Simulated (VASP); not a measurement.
A run of VASP 6.6.1 is set up as follows.

The input INCAR:

```
SYSTEM = Be
  PREC = Accurate
  ENCUT = 600
  EDIFF = 1E-7
  ISMEAR = -1
  SIGMA = 0.05
  LREAL = .FALSE.
  LASPH = .TRUE.
  NELM = 80
  ALGO = Normal
  ISIF = 3
  LWAVE = .FALSE.
  LCHARG = .FALSE.
  GGA = PS
  IBRION = 2
  NSW = 80
  EDIFFG = -0.02
  PSTRESS = 50.0
```

KPOINTS

```
Automatic mesh
0
G
  13 13 8
  0 0 0
```

The input POSCAR:

```
Be
1.0
    2.2853000000      0.0000000000      0.0000000000
   -1.1426500000      1.9791278553      0.0000000000
    0.0000000000      0.0000000000      3.5842000000
Be
2
Direct
    0.6666666667      0.3333333333      0.7500000000
    0.3333333333      0.6666666667      0.2500000000
```

Potentials or basis: VASP PAW PBE potentials, release 64 (Be).

Command:

```bash
$ cat potpaw_PBE.64/Be/POTCAR > POTCAR
$ mpirun -np 1 vasp_std > vasp.out
```

**Question.** What does it give for the band gap on the k mesh?

**Answer.** Zero (band 2 reaches 8.49 eV, above the bottom of band 3 at 6.84 eV).

**Question.** Predict the relaxed volume.

**Answer.** 7.56 Å³/atom.

**Question.** Estimate the relaxed cell.

**Answer.** a = 2.233 Å, b = 2.233 Å, c = 3.504 Å, α = 90.00°, β = 90.00°, γ = 120.00°.

**Question.** Predict the space group after relaxing (to 0.05 Å).

**Answer.** P6_3/mmc (No. 194).

The path:
| step | energy change (eV) | largest force (eV/Å) | pressure (GPa) | volume (Å³) |
| --- | --- | --- | --- | --- |
| 1 | 0.0000 | 0.0000 | -3.51 | 16.21 |
| 2 | 0.0015 | 0.0000 | 4.37 | 15.22 |
| 3 | 0.0034 | 0.0000 | 4.96 | 15.16 |
| 4 | 0.0041 | 0.0000 | 5.15 | 15.14 |
| 5 | 0.0042 | 0.0000 | 5.18 | 15.13 |

Caveat: the cell is relaxed towards a set pressure, so the enthalpy falls and the energy may rise; the PAW data sets were made with another functional, which shifts forces and pressure a little.
